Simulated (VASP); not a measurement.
## NbAl2: single point with PBE

Crystal: NbAl2.

```
CELL_PARAMETERS angstrom
-3.37164 3.37164 2.80956
3.37164 -3.37164 2.80956
3.37164 3.37164 -2.80956
ATOMIC_POSITIONS crystal
Al 0.75002 0.25002 0.00005
Al 0.25002 0.24998 0.50000
Al 0.24998 0.74998 0.99995
Al 0.74998 0.75002 0.50000
Nb 0.25000 0.25000 0.00000
Nb 0.75000 0.75000 0.00000
```

```yaml
Program: VASP 6.6.1
Task: single point
Functional: PBE
Potentials_or_basis: VASP PAW PBE potentials, release 64 (Al, Nb_sv)
Cutoff: 520 eV
k_mesh: 4 × 4 × 4
Occupations: gaussian, width 0.1 eV
Spin: no spin polarisation
Dipole_correction: no
Further_INCAR_settings: ALGO = Fast; EDIFF = 1e-06; NBANDS = 28
```

```yaml
Pressure: 0.2 GPa
Band_gap_on_the_k_mesh: zero (bands 19 and 20 overlap by 0.54 eV)
```

Stress tensor (GPa, compression positive):
```
0.27 0.00 0.00
0.00 0.27 0.00
0.00 0.00 0.18
```

Levels at points of the mesh, in eV from the Fermi level:
```
           k point  band 16  band 17  band 18  band 19  band 20  band 21  band 22  band 23
(0.00, 0.00, 0.00)    -0.93    -0.93    -0.25     0.10     0.36     0.62     0.70     1.03
(0.50, 0.00, 0.00)    -1.13    -0.87    -0.87    -0.13    -0.13     1.88     1.88     2.03
(0.50, 0.50, 0.00)    -1.57    -1.29    -0.84     0.24     0.62     0.90     1.09     2.82
(0.50, 0.50, 0.50)    -2.56    -2.02    -0.88    -0.73     1.39     1.75     2.85     2.85
```

Wall time 3.6 min on 1 thread of Intel Xeon 8259CL (shared host), peak memory 0.27 GiB.

Caveat: the k points lie up to 0.36 Å⁻¹ apart, too coarse for converged energies and pressures of a metal.
